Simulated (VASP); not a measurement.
## MoSe: single point with PBE

Crystal: MoSe.

```
Mo Se
1.0
     0.00000    2.83929    2.83929
     2.83929    0.00000    2.83929
     2.83929    2.83929    0.00000
Mo Se
1 1
Direct
  0.00000 0.00000 0.00000
  0.25000 0.25000 0.25000
```

| Item | Value |
| --- | --- |
| Program | VASP 6.6.1 |
| Task | single point |
| Functional | PBE |
| Potentials or basis | VASP PAW PBE potentials, release 64 (Mo_sv, Se) |
| Cutoff | 520 eV |
| k mesh | 12 × 12 × 12 |
| Occupations | gaussian, width 0.1 eV |
| Spin | collinear spin |
| Starting moments | [2.18, 0.03] μB |
| Fixed moment | 3 μB |
| Dipole correction | no |
| Further INCAR settings | ALGO = Normal; EDIFF = 1e-07; NBANDS = 21 |

* Pressure: 10.8 GPa
* Net moment: 3.00 μB per cell
* Site moments: Mo +2.48; Se +0.02 μB
* Valence electrons inside the program's atomic spheres: Mo 12.41; Se 4.00

It took 63 s on 1 thread of Intel(R) Xeon(R) 6975P-C (Granite Rapids) (shared host), peak memory 0.26 GiB.

Caveat: the cell stands under pressure; the total moment is fixed, so each spin has its own Fermi level.
